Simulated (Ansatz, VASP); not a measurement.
## One calculation of La, two programs

```
CELL_PARAMETERS angstrom
3.75000 0.00000 0.00000
-1.87500 3.24760 0.00000
0.00000 0.00000 6.07000
ATOMIC_POSITIONS crystal
La 0.66667 0.33333 0.75000
La 0.33333 0.66667 0.25000
```

Alike in both runs: task relaxation of cell and atoms; functional RPBE; dispersion D4; k mesh 8 × 8 × 5; occupations fermi-dirac, width 0.05 eV; no spin polarisation.

```csv
,VASP,Ansatz
version,VASP 6.6.1,Ansatz 0.2.0
potentials or method,"VASP PAW PBE potentials, release 64 (La), cutoff 600 eV","all-electron LAPW, scalar-relativistic"
```

```tsv
	VASP	Ansatz	Ansatz less VASP
relaxed volume (Å³/atom)	37.33	37.28	-0.048
relaxed length of the cell vector where the two differ most in proportion (Å)	3.783	3.781	-0.0018
```

VASP's potentials were made for PBE, not for RPBE. Ansatz ran all-electron here, and VASP with PAW potentials.

Neither program's run includes spin-orbit coupling.
